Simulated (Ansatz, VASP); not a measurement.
# Two plane-wave programs on GaAs

The input POSCAR:

```
GaAs
1.0
    3.3286687127      0.0000000000      0.0000000000
    0.0000000000      3.3286687127      0.0000000000
    0.0000000000      0.0000000000      3.3286687127
Ga As
1 1
Direct
    0.0000000000      0.0000000000      0.0000000000
    0.5000000000      0.5000000000      0.5000000000
```

Contents of INCAR.step1:

```
SYSTEM = GaAs
  ALGO = Normal
  EDIFF = 1E-5
  ENCUT = 550
  GGA = PE
  GGA_COMPAT = .False.
  ISMEAR = -1
  LASPH = .True.
  LCHARG = .False.
  LREAL = .False.
  LWAVE = .True.
  NBANDS = 16
  NELM = 120
  PREC = Accurate
  SIGMA = 0.02
```

File INCAR.step2:

```
SYSTEM = GaAs
  ALGO = Normal
  EDIFF = 1E-6
  ENCUT = 550
  GGA_COMPAT = .False.
  ISIF = 2
  ISMEAR = -1
  ISTART = 1
  LASPH = .True.
  LCHARG = .False.
  LMIXTAU = .True.
  LREAL = .False.
  LWAVE = .False.
  METAGGA = R2SCAN
  NBANDS = 16
  NELM = 120
  PREC = Accurate
  SIGMA = 0.02
```

KPOINTS

```
k-points
0
Gamma
  8 8 8
  0 0 0
```

Input for Ansatz:

```yaml
crystal:
  lattice:
    - [3.3286687127, 0.0, 0.0]
    - [0.0, 3.3286687127, 0.0]
    - [0.0, 0.0, 3.3286687127]
  atoms:
    - { symbol: Ga, position: [0.0, 0.0, 0.0] }
    - { symbol: As, position: [0.5, 0.5, 0.5] }
kpoints:
  mp_grid: { grid: [8, 8, 8] }
  band_path:
    path:
      - [0.0, 0.0, 0.0]
      - [0.0, 0.5, 0.0]
      - [0.5, 0.5, 0.0]
      - [0.5, 0.5, 0.5]
      - [0.0, 0.125, -0.5]
      - [0.5, 0.5, 0.45]
    npoints: 1
hamiltonian:
  xc: r2scan
scf:
  occupations: { method: fermi_dirac, width: 0.02 }
  n_extra_bands: 4
output:
  forces: true
  stress: true
  eigenvalues: true
```

Alike in both runs: task single point; functional r2SCAN; k mesh 8 × 8 × 8; occupations fermi-dirac, width 0.02 eV; no spin polarisation.

|  | VASP | Ansatz |
| --- | --- | --- |
| version | VASP 6.6.1 | Ansatz 0.2.0 |
| potentials or method | VASP PAW PBE potentials, release 64 (Ga_d, As) | plane waves, PAW |
| plane-wave cutoff (eV) | 550 | 500 |
| valence electrons in the cell | 18 | 28 |

```tsv
	VASP	Ansatz	Ansatz less VASP
pressure (GPa)	0.0	0.0	+0.03
```

VASP's potentials were made for PBE, not for r2SCAN. VASP's potentials hold 18 valence electrons a cell and Ansatz's 28, so a difference there can come from the potentials and not from the codes.
